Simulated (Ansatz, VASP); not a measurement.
**Two plane-wave programs on Hf**

The input INCAR:

```
ALGO     = Fast           # electronic algorithm
EDIFF    = 1E-6           # SCF threshold, eV
ENCUT    = 520            # plane-wave cutoff, eV
GGA      = PS             # functional
ISIF     = 2              # what is computed and relaxed
ISMEAR   = 0              # smearing method
LASPH    = T              # aspherical terms in the spheres
LCHARG   = F              # write CHGCAR
LREAL    = F              # projectors in reciprocal space
LWAVE    = F              # write WAVECAR
NBANDS   = 17             # bands
NELM     = 80             # most SCF steps
PREC     = Accurate       # precision mode
SIGMA    = 0.15           # smearing width, eV
```

KPOINTS

```
k-points
0
Gamma
  18 18 10
```

POSCAR

```
Hf
1.0
    2.7171937456      0.0000000000      0.0000000000
   -1.3585968728      3.1836854497      0.0000000000
    0.0000000000      0.0000000000      5.0578000000
Hf
2
Direct
    0.3333333333      0.6666666667      0.2500000000
    0.6666666667      0.3333333333      0.7500000000
```

Input for Ansatz:

```yaml
crystal:
  lattice:
    - [2.7171937456, 0.0, 0.0]
    - [-1.3585968728, 3.1836854497, 0.0]
    - [0.0, 0.0, 5.0578]
  atoms:
    - { symbol: Hf, position: [0.3333333333, 0.6666666667, 0.25] }
    - { symbol: Hf, position: [0.6666666667, 0.3333333333, 0.75] }
basis:
  ecutwfc: 420
kpoints:
  mp_grid: { grid: [18, 18, 10] }
hamiltonian:
  xc: pbesol
scf:
  occupations: { method: gaussian, width: 0.15 }
output:
  forces: true
  stress: true
  eigenvalues: true
```

Change from the starting cell: strain -0.1500 x Voigt [1, -1, 0, 0, 0, 0], atoms carried along.

Alike in both runs: task single point; functional PBEsol; k mesh 18 × 18 × 10; occupations gaussian, width 0.15 eV; no spin polarisation.

|  | VASP | Ansatz |
| --- | --- | --- |
| version | VASP 6.6.1 | Ansatz 0.2.0 |
| potentials or method | VASP PAW PBE potentials, release 64 (Hf_pv), cutoff 520 eV | scalar-relativistic, plane waves, PAW |
| valence electrons in the cell | 20 | 52 |

|  | VASP | Ansatz | Ansatz less VASP |
| --- | --- | --- | --- |
| gap on the k mesh at the Fermi level (eV) | none | none | - |
| pressure (GPa) | -0.2 | 0.1 | +0.29 |
| traceless stress, the component that is largest in VASP (GPa) | 14.01 | 13.98 | -0.027 |
| rms of the force components (eV/Å) | 0.252 | 0.256 | +0.0035 |

VASP's potentials were made for PBE, not for PBEsol. Atom by atom the forces differ by 0.003 eV/Å (rms over components). A gap of «none» marks a metal or a gap that the smearing closes. VASP's potentials hold 20 valence electrons a cell and Ansatz's 52, so a difference there can come from the potentials and not from the codes.

Spin-orbit coupling is off throughout.
